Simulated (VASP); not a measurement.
Wanted: the native input for a VASP 6.6.1 run.

```
Task                   : single point
Functional             : LDA
Potentials or basis    : VASP PAW LDA potentials, release 64 (Sn_d, O)
Cutoff                 : 520 eV
k mesh                 : 6 × 6 × 6
Occupations            : fermi-dirac, width 0.1 eV
Spin                   : no spin polarisation
Dipole correction      : no
Further INCAR settings : ALGO = Normal; EDIFF = 1e-07; NBANDS = 20
```

The structure of SnO2 lies in POSCAR:

```
SnO2
1.0
    1.6170930000      0.9336290000      4.8005930000
   -1.6170930000      0.9336290000      4.8005930000
    0.0000000000     -1.8672580000      4.8005930000
Sn O
1 2
Direct
    0.5000000000      0.5000000000      0.5000000000
    0.2371700000      0.2371700000      0.2371700000
    0.7628300000      0.7628300000      0.7628300000
```

The input as run:

INCAR

```
SYSTEM = SnO2
PREC = Accurate
ENCUT = 520
EDIFF = 1E-7
ISMEAR = -1
SIGMA = 0.1
LREAL = .FALSE.
LASPH = .TRUE.
NELM = 60
ALGO = Normal
ISIF = 2
LWAVE = .FALSE.
LCHARG = .FALSE.
GGA = CA
NBANDS = 20
```

KPOINTS

```
Automatic mesh
0
G
  6 6 6
  0 0 0
```

Potentials or basis: VASP PAW LDA potentials, release 64 (Sn_d, O).

The run is started by

```sh
$ cat potpaw_LDA.64/Sn_d/POTCAR potpaw_LDA.64/O/POTCAR > POTCAR
$ mpirun -np 1 vasp_std > vasp.out
```

It gave:

| Item | Value |
| --- | --- |
| Pressure | -8.4 GPa |
| Largest force | 0.618 eV/Å |
| Band gap on the k mesh | 1.77 eV, indirect (least direct gap 1.90 eV) |

Caveat: spin-orbit coupling is left out, which moves the levels of the heavy elements.

It took 2.5 min on 1 thread of AMD EPYC 7R13, on a shared host, peak memory 0.17 GiB.
